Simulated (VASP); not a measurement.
# Co (P6_3/mmc) in VASP: further runs

Co is run at these levels: PBE; tasks: single point, relaxation of shape and atoms at fixed volume.

All numbers are computed with VASP 6.6.1; they aren't measurements. Logs are shortened: lines on timing, memory, paths and dates and some standing lists are left out, and cuts for length are marked.

## (1) The cell of the first run

The structure is hexagonal, space group P6_3/mmc (No. 194). The conventional cell has a = 2.391 Å, b = 2.391 Å, c = 3.864 Å, α = 90.00°, β = 90.00°, γ = 120.00°. Co (site symmetry -6m2) has 12 Co at 2.37 to 2.39 Å within 3.1 Å.

## (2) Single point, PBE, collinear spin, ferromagnetic start

INCAR reads:

```
SYSTEM = Co
PREC = Accurate
ENCUT = 520
EDIFF = 1E-6
ISMEAR = -1
SIGMA = 0.05
LREAL = .False.
LASPH = .True.
NELM = 150
ALGO = Normal
ISIF = 2
LWAVE = .False.
LCHARG = .False.
ISPIN = 2
MAGMOM = 1.7 1.7
LORBIT = 11
LMAXMIX = 4
GGA = PE
NBANDS = 20
```

KPOINTS reads:

```
Automatic mesh
0
Gamma
  17 17 10
  0 0 0
```

POSCAR reads:

```
Co
1.0
    2.3908406803      0.0000000000      0.0000000000
   -1.1954203401      2.0705287655      0.0000000000
    0.0000000000      0.0000000000      3.8639856639
Co
2
Direct
    0.3333333333      0.6666666667      0.2500000000
    0.6666666667      0.3333333333      0.7500000000
```

Potentials or basis: VASP PAW PBE potentials, release 64 (Co).

Launch:

```console
cat potpaw_PBE.64/Co/POTCAR > POTCAR
mpirun -np 1 vasp_std > vasp.out
```

OUTCAR:

```text
SYSTEM = Co
   PREC = Accurate
   ENCUT = 520
   EDIFF = 1E-6
   ISMEAR = -1
   LREAL = .False.
   LASPH = .True.
   NELM = 150
   ISIF = 2
   ISPIN = 2
   LORBIT = 11
   GGA = PE

 ion  position               nearest neighbor table
   1  0.333  0.667  0.250-   2 2.37   2 2.37   2 2.37   2 2.37   2 2.37   2 2.37
   2  0.667  0.333  0.750-   1 2.37   1 2.37   1 2.37   1 2.37   1 2.37   1 2.37

  LATTYP: Found a hexagonal cell.
 ALAT       =     2.3908406803
 C/A-ratio  =     1.6161619198

  Lattice vectors:

 A1 = (   2.3908406803,   0.0000000000,   0.0000000000)
 A2 = (  -1.1954203401,   2.0705287655,   0.0000000000)
 A3 = (   0.0000000000,   0.0000000000,   3.8639856639)

Analysis of symmetry for initial positions (statically):
=====================================================================
 Subroutine PRICEL returns:
 Original cell was already a primitive cell.

 Routine SETGRP: Setting up the symmetry group for a
 hexagonal supercell.

 Subroutine GETGRP returns: Found 24 space group operations
 (whereof 12 operations were pure point group operations)
 out of a pool of 24 trial point group operations.

The static configuration has the point symmetry D_3d.
 The point group associated with its full space group is D_6h.

Analysis of symmetry for dynamics (positions and initial velocities):
=====================================================================
 Subroutine PRICEL returns:
 Original cell was already a primitive cell.

 Routine SETGRP: Setting up the symmetry group for a
 hexagonal supercell.

 Subroutine GETGRP returns: Found 24 space group operations
 (whereof 12 operations were pure point group operations)
 out of a pool of 24 trial point group operations.

The dynamic configuration has the point symmetry D_3d.
 The point group associated with its full space group is D_6h.

Analysis of structural, dynamic, and magnetic symmetry:
=====================================================================
 Subroutine PRICEL returns:
 Original cell was already a primitive cell.

 Routine SETGRP: Setting up the symmetry group for a
 hexagonal supercell.

 Subroutine GETGRP returns: Found 24 space group operations
 (whereof 12 operations were pure point group operations)
 out of a pool of 24 trial point group operations.

The overall configuration has the point symmetry D_3d.
 The point group associated with its full space group is D_6h.

 Subroutine INISYM returns: Found 24 space group operations
 (whereof 12 operations are pure point group operations),
 and found     1 'primitive' translations

----------------------------------------------------------------------------------------

                                     Primitive cell

  volume of cell :      19.1279

  direct lattice vectors                    reciprocal lattice vectors
     2.390840680  0.000000000  0.000000000     0.418262918  0.241484208  0.000000000
    -1.195420340  2.070528766  0.000000000     0.000000000  0.482968417  0.000000000
     0.000000000  0.000000000  3.863985664     0.000000000  0.000000000  0.258800132

  length of vectors
     2.390840680  2.390840680  3.863985664     0.482968417  0.482968417  0.258800132

  position of ions in fractional coordinates (direct lattice)
     0.333333333  0.666666667  0.250000000
     0.666666667  0.333333333  0.750000000

  ion indices of the primitive-cell ions
   primitive index   ion index
                 1           1
                 2           2

----------------------------------------------------------------------------------------

 KPOINTS: Automatic mesh

Automatic generation of k-mesh.
 Grid dimensions read from file:
 generate k-points for:   17   17   10

 Generating k-lattice:

  Cartesian coordinates                     Fractional coordinates (reciprocal lattice)
     0.024603701  0.014204953  0.000000000     0.058823529 -0.000000000  0.000000000
     0.000000000  0.028409907  0.000000000     0.000000000  0.058823529  0.000000000
     0.000000000  0.000000000  0.025880013     0.000000000  0.000000000  0.100000000

  Length of vectors
     0.028409907  0.028409907  0.025880013

  Shift w.r.t. Gamma in fractional coordinates (k-lattice)
     0.000000000  0.000000000  0.000000000

 Subroutine IBZKPT returns following result:
 ===========================================

 Found    198 irreducible k-points:

 Following reciprocal coordinates:
            Coordinates               Weight
  0.000000  0.000000  0.000000      1.000000
  0.058824 -0.000000  0.000000      6.000000
  0.117647 -0.000000  0.000000      6.000000
  0.176471 -0.000000  0.000000      6.000000
  0.235294 -0.000000  0.000000      6.000000
  0.294118  0.000000  0.000000      6.000000
[... 16 lines left out ...]
  0.411765  0.117647  0.000000     12.000000
  0.176471  0.176471  0.000000      6.000000
 [... further k-points ...]
   k-points           NKPTS =    198   k-points in BZ     NKDIM =    198   number of bands    NBANDS=     20
   number of dos      NEDOS =    301   number of ions     NIONS =      2
   total plane-waves  NPLWV =   9720
   dimension x,y,z NGX =    18 NGY =   18 NGZ =   30
   dimension x,y,z NGXF=    36 NGYF=   36 NGZF=   60
   ions per type =               2
   NGX,Y,Z   is equivalent  to a cutoff of  12.52, 12.52, 12.91 a.u.
   NGXF,Y,Z  is equivalent  to a cutoff of  25.03, 25.03, 25.81 a.u.
 SYSTEM =  Co
   PREC   = accura    normal or accurate (medium, high low for compatibility)
   ISTART =      0    job   : 0-new  1-cont  2-samecut
   ICHARG =      2    charge: 1-file 2-atom 10-const
   ISPIN  =      2    spin polarized calculation?
   LNONCOLLINEAR =      F non collinear calculations
   LSORBIT =      F    spin-orbit coupling
   LASPH  =      T    aspherical Exc in radial PAW
   ENCUT  =  520.0 eV  38.22 Ry    6.18 a.u.   4.45  4.45  7.18*2*pi/ulx,y,z
   NELM   =    150;   NELMIN=  2; NELMDL= -5     # of ELM steps
   EDIFF  = 0.1E-05   stopping-criterion for ELM
   LREAL  =      F    real-space projection
   EDIFFG = 0.1E-04   stopping-criterion for IOM
   NSW    =      0    number of steps for IOM
   IBRION =     -1    ionic relax: 0-MD 1-quasi-New 2-CG
   NFREE  =      0    steps in history (QN), initial steepest desc. (CG)
   ISIF   =      2    stress and relaxation
   ISYM   =      2    0-nonsym 1-usesym 2-fastsym
   POTIM  = 0.5000    time-step for ionic-motion
   TEBEG  =    0.0;   TEEND  =   0.0 temperature during run
   PSTRESS=    0.0 pullay stress
   NELECT =      18.0000    total number of electrons
   NUPDOWN=      -1.0000    fix difference up-down
   EMIN   =  10.00;   EMAX   =-10.00  energy-range for DOS
   EFERMI =   0.00;   METHOD = LEGACY
   ISMEAR =    -1;   SIGMA  =   0.05  broadening in eV -4-tet -1-fermi 0-gaus
   EFERMI_NEDOS =   21; number of points for ismear=-14 and -15
   IALGO  =     38    algorithm
   IMIX   =      4    mixing-type and parameters
     AMIX     =   0.40;   BMIX     =  1.00
     AMIX_MAG =   1.60;   BMIX_MAG =  1.00
  volume/ion in A,a.u.               =       9.56        64.54
  Fermi-wavevector in a.u.,A,eV,Ry     =   1.604267  3.031624 35.016922  2.573671
  Thomas-Fermi vector in A             =   2.700798
   LORBIT       =     11    0 simple, 1 ext, 2 COOP (PROOUT), +10 PAW based schemes
   GGA     = PE    functional components
   LHFCALC =     F    Hartree Fock is set to
   AEXX    =    0.0000 exact exchange contribution
   IVDW    =     0    specifies the selected vdW correction
   LEPSILON=     F    determine dielectric tensor
   LRPA    =     F    only Hartree local field effects (RPA)
 spin polarized calculation
  energy-cutoff  :      520.00
  volume of cell :       19.13
 maximum number of plane-waves:       543
 NGX is ok and might be reduce to    18
   NGX =  9   NGY =  9   NGZ = 15

 number of electron      18.0000024 magnetization       3.0033722

 Free energy of the ion-electron system (eV)
  ---------------------------------------------------
  ext. energy  EPLUGINS =         0.00000000
  ---------------------------------------------------
  free energy    TOTEN  =       -13.83264155 eV

  energy without entropy =      -13.81918023  energy(sigma->0) =      -13.82591089

 E-fermi :  12.1496     XC(G=0): -14.1634

 val. band max:       12.1371829430   @ k =   0.3529   0.0588   0.3000
 cond. band min:      12.1540442962   @ k =   0.0000   0.0000   0.2000
 fundamental gap:      0.0168613532
 Fermi energy:        12.1496476465

 spin component 1

 k-point     1 :       0.0000    0.0000    0.0000
  band No.  band energies     occupation
      1       2.4949      1.00000
      2       6.4078      1.00000
      3       9.3792      1.00000
      4       9.3963      1.00000
      5       9.3963      1.00000
      6       9.7839      1.00000
[... 12 lines left out ...]
     19      40.3283      0.00000
     20      40.3283      0.00000

 k-point     2 :       0.0588   -0.0000    0.0000
  band No.  band energies     occupation
      1       2.6291      1.00000
      2       6.4922      1.00000
      3       9.1994      1.00000
      4       9.4651      1.00000
      5       9.5549      1.00000
      6       9.7496      1.00000
[... 12 lines left out ...]
     19      41.9978      0.00000
     20      42.3428      0.00000

 k-point     3 :       0.1176   -0.0000    0.0000
  band No.  band energies     occupation
      1       3.0239      1.00000
      2       6.7245      1.00000
      3       8.9719      1.00000
      4       9.6169      1.00000
      5       9.6655      1.00000
      6       9.6973      1.00000
[... 12 lines left out ...]
     19      40.3060      0.00000
     20      43.8467      0.00000

 k-point     4 :       0.1765   -0.0000    0.0000
  band No.  band energies     occupation
      1       3.6532      1.00000
      2       7.0322      1.00000
      3       8.7350      1.00000
      4       9.0150      1.00000
      5       9.4946      1.00000
      6       9.8765      1.00000
[... 429 lines left out ...]
 k-point    23 :       0.4118    0.1176    0.0000
  band No.  band energies     occupation
      1       7.0023      1.00000
      2       7.1349      1.00000
      3       7.1837      1.00000
      4       9.0253      1.00000
      5       9.1224      1.00000
      6       9.4436      1.00000
[... 12 lines left out ...]
     19      36.5861      0.00000
     20      39.7259      0.00000

 k-point    24 :       0.1765    0.1765    0.0000
  band No.  band energies     occupation
      1       5.6168      1.00000
      2       7.6720      1.00000
      3       7.9092      1.00000
      4       8.0837      1.00000
      5       9.2212      1.00000
      6       9.4881      1.00000
[... 12 lines left out ...]
     19      36.6415      0.00000
     20      42.4572      0.00000

 [... further k-points ...]

 spin component 2

 k-point     1 :       0.0000    0.0000    0.0000
  band No.  band energies     occupation
      1       2.5165      1.00000
      2       7.2925      1.00000
      3      10.9068      1.00000
      4      10.9186      1.00000
      5      10.9186      1.00000
      6      11.3611      1.00000
[... 12 lines left out ...]
     19      40.6380      0.00000
     20      40.6380      0.00000

 k-point     2 :       0.0588   -0.0000    0.0000
  band No.  band energies     occupation
      1       2.6513      1.00000
      2       7.3859      1.00000
      3      10.6943      1.00000
      4      10.9930      1.00000
      5      11.1003      1.00000
      6      11.3179      1.00000
[... 12 lines left out ...]
     19      42.2532      0.00000
     20      42.3132      0.00000

 k-point     3 :       0.1176   -0.0000    0.0000
  band No.  band energies     occupation
      1       3.0486      1.00000
      2       7.6462      1.00000
      3      10.4216      1.00000
      4      10.7365      1.00000
      5      11.1578      1.00000
      6      11.2103      1.00000
[... 12 lines left out ...]
     19      40.2912      0.00000
     20      43.9298      0.00000

 k-point     4 :       0.1765   -0.0000    0.0000
  band No.  band energies     occupation
      1       3.6865      1.00000
      2       8.0050      1.00000
      3      10.0345      1.00000
      4      10.1199      1.00000
      5      10.9978      1.00000
      6      11.4843      1.00000
[... 429 lines left out ...]
 k-point    23 :       0.4118    0.1176    0.0000
  band No.  band energies     occupation
      1       7.9001      1.00000
      2       8.1537      1.00000
      3       8.3136      1.00000
      4       9.7514      1.00000
      5      10.6101      1.00000
      6      10.8276      1.00000
[... 12 lines left out ...]
     19      36.9076      0.00000
     20      40.1118      0.00000

 k-point    24 :       0.1765    0.1765    0.0000
  band No.  band energies     occupation
      1       5.7323      1.00000
      2       8.7753      1.00000
      3       8.9793      1.00000
      4       9.3267      1.00000
      5      10.7097      1.00000
      6      10.9199      1.00000
[... 12 lines left out ...]
     19      36.9411      0.00000
     20      42.7320      0.00000

 [... further k-points ...]
[... 5 lines left out ...]
  --------------------------------------------------------------------------------------
  -------------------------------------------------------------------------------------
  Total        4.1793680      4.1793680      4.1731948      0.0000000      0.0000000      0.0000000
  in kB      350.0691054    350.0691054    349.5520285      0.0000000      0.0000000      0.0000000
  external PRESSURE =     349.8967464 kB  Pullay stress =       0.0000000 kB

 VOLUME and BASIS-vectors are now :
 -----------------------------------------------------------------------------
  energy-cutoff  :      520.00
  volume of cell :       19.13
      direct lattice vectors                 reciprocal lattice vectors
     2.390840680  0.000000000  0.000000000     0.418262918  0.241484208  0.000000000
    -1.195420340  2.070528766  0.000000000     0.000000000  0.482968417  0.000000000
     0.000000000  0.000000000  3.863985664     0.000000000  0.000000000  0.258800132

 POSITION                                       TOTAL-FORCE (eV/Angst)
 -----------------------------------------------------------------------------------
     -0.00000      1.38035      0.96600        -0.000000      0.000000      0.000000
      1.19542      0.69018      2.89799         0.000000     -0.000000      0.000000
 -----------------------------------------------------------------------------------
    total drift:                                0.000000     -0.000000     -0.000000

  FREE ENERGIE OF THE ION-ELECTRON SYSTEM (eV)
  ---------------------------------------------------
  free  energy   TOTEN  =       -13.8326415532 eV

  energy  without entropy=      -13.8191802345  energy(sigma->0) =      -13.82591089

 total charge

# of ion       s       p       d       tot
------------------------------------------
    1        0.546   0.641   7.365   8.552
    2        0.546   0.641   7.365   8.552
--------------------------------------------------
tot          1.092   1.282  14.730  17.104

 magnetization (x)

# of ion       s       p       d       tot
------------------------------------------
    1       -0.016  -0.055   1.568   1.497
    2       -0.016  -0.055   1.568   1.497
--------------------------------------------------
tot         -0.033  -0.110   3.136   2.994
```

Run time: 68 s. Hardware: 1 thread of Intel Xeon 6975P-C (Granite Rapids), shared host; peak memory 0.22 GiB.

Results:

| Property | Result |
| --- | --- |
| Free energy | -13.8326 eV |
| Pressure | 35.0 GPa |
| Net moment | 3.00 μB per cell |
| Site moments | Co +1.50 μB |
| Valence electrons inside the program's atomic spheres | Co 8.55 |

Caveat: the cell stands under pressure.

[end of part 1 of 2]
